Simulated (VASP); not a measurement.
Write the native input for VASP 6.6.1 that does the following.

```yaml
Task: single point
Functional: PBE
Potentials_or_basis: VASP PAW PBE potentials, release 64 (Si, Se, F)
Cutoff: 520 eV
k_mesh: 6 × 6 × 4
Occupations: gaussian, width 0.1 eV
Spin: collinear spin
Starting_moments: "[0.0, 0.0, 1.0, 1.0] μB"
Dipole_correction: no
Further_INCAR_settings: ALGO = Normal; EDIFF = 1e-06; NBANDS = 24
```

The structure of SiSeF2 lies in POSCAR:

```
SiSeF2
1.0
    4.7614077963      0.0000000000      0.0000000000
    0.0000000000      4.7614077963      0.0000000000
    0.0000000000      0.0000000000      2.7120070696
Si Se F
1 1 2
Direct
    0.5000000000      0.5000000000      0.5000000000
    0.0000000000      0.0000000000      0.0000000000
    0.0000000000      0.5000000000      0.0000000000
    0.5000000000      0.0000000000      0.0000000000
```

The cell was generated, and may not be a known phase.

One way to write it, as run:

INCAR

```
  ALGO = Normal
  EDIFF = 1E-6
  ENCUT = 520
  GGA = PE
  ISIF = 2
  ISMEAR = 0
  ISPIN = 2
  LASPH = True
  LCHARG = True
  LELF = True
  LORBIT = 11
  LREAL = False
  LVHAR = True
  LWAVE = False
  MAGMOM = 0 0 1 1
  NBANDS = 24
  NELM = 150
  PREC = Accurate
  SIGMA = 0.1
```

KPOINTS

```
k-points
0
Gamma
  6 6 4
```

Potentials or basis: VASP PAW PBE potentials, release 64 (Si, Se, F).

Run with:

```sh
$ cat potpaw_PBE.64/Si/POTCAR potpaw_PBE.64/Se/POTCAR potpaw_PBE.64/F/POTCAR > POTCAR
$ mpirun -np 1 vasp_std > vasp.out
```

It gave:

```yaml
Pressure: -0.1 GPa
Band_gap_on_the_k_mesh: zero (filled and empty bands overlap)
Net_moment: 0.00 μB per cell
Valence_electrons_inside_the_program's_atomic_spheres: Si 1.39; Se 3.59; F 5.99
```

Caveat: the k points lie up to 0.58 Å⁻¹ apart, too coarse for converged energies and pressures of a metal.

Run time: 88 s on 1 thread of Oxide Virtual Turin-like Processor, on a shared host, peak memory 0.19 GiB.
